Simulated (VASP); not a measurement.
Here is a VASP 6.6.1 calculation.

POSCAR

```
SiO
1.0
   11.0000000000      0.0000000000      0.0000000000
    0.0000000000     10.0000000000      0.0000000000
    0.0000000000      0.0000000000     10.0000000000
O Si
1 1
Direct
    0.4429363600      0.5252500000      0.4710000000
    0.5594272700      0.4789500000      0.5358000000
```

Contents of INCAR.step1:

```
SYSTEM = SiO
  ISMEAR = 0
  SIGMA = 0.03
  LWAVE = .TRUE.
  LCHARG = .TRUE.
  ISIF = 0
  NELM = 100
  ALGO = Normal
  PREC = Accurate
  LASPH = .TRUE.
  LREAL = .FALSE.
  EDIFF = 1E-5
  GGA_COMPAT = .FALSE.
  ENCUT = 520
  EFERMI = MIDGAP
  NELMDL = -8
  GGA = PE
```

The input INCAR.step2:

```
SYSTEM = SiO
  GGA = AM
  ISMEAR = 0
  SIGMA = 0.03
  LWAVE = .FALSE.
  LCHARG = .FALSE.
  ISIF = 0
  NELM = 100
  ALGO = All
  PREC = Accurate
  LASPH = .TRUE.
  LREAL = .FALSE.
  EDIFF = 1E-6
  GGA_COMPAT = .FALSE.
  ENCUT = 520
  EFERMI = MIDGAP
  NELMDL = -8
  ISTART = 1
  ISEARCH = 1
```

File KPOINTS:

```
k-points
0
Gamma
  1 1 1
```

Potentials or basis: VASP PAW PBE potentials, release 64 (O, Si).

Command:

```console
$ cat potpaw_PBE.64/O/POTCAR potpaw_PBE.64/Si/POTCAR > POTCAR
$ cp INCAR.step1 INCAR
$ mpirun -np 1 vasp_gam > vasp.out
$ cp INCAR.step2 INCAR
$ mpirun -np 1 vasp_gam > vasp.out
```

(1) What does it give for the largest force?

(2) Estimate the gap between the frontier levels.

Answers

(1) 0.969 eV/Å.

(2) 4.29 eV.

Caveat: the PAW data sets were made with another functional, which shifts forces and pressure a little.
